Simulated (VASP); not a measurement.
Input of a VASP 6.6.1 run:

Contents of INCAR:

```
PREC = Accurate ; ENCUT = 520
EDIFF = 1E-7 ; ISMEAR = 0
SIGMA = 0.05 ; LREAL = False
LASPH = True ; NELM = 80
ALGO = Normal ; ISIF = 2
LWAVE = False ; LCHARG = False
GGA = PS ; NBANDS = 14
```

Contents of KPOINTS:

```
Automatic mesh
0
Gamma
  12 12 12
```

POSCAR

```
NbH2
1.0
    0.0000000000      2.2890797899      2.2890797899
    2.2890797899      0.0000000000      2.2890797899
    2.2890797899      2.2890797899      0.0000000000
Nb H
1 2
Direct
    0.0000000000      0.0000000000      0.0000000000
    0.2500000000      0.2500000000      0.2500000000
    0.7500000000      0.7500000000      0.7500000000
```

Potentials or basis: VASP PAW PBE potentials, release 64 (Nb_sv, H).

Run with:

```sh
$ cat potpaw_PBE.64/Nb_sv/POTCAR potpaw_PBE.64/H/POTCAR > POTCAR
$ mpirun -np 1 vasp_std > vasp.out
```

Problem. Estimate the pressure.

Solution. -7.4 GPa.

Caveat: the PAW data sets were made with another functional, which shifts forces and pressure a little.
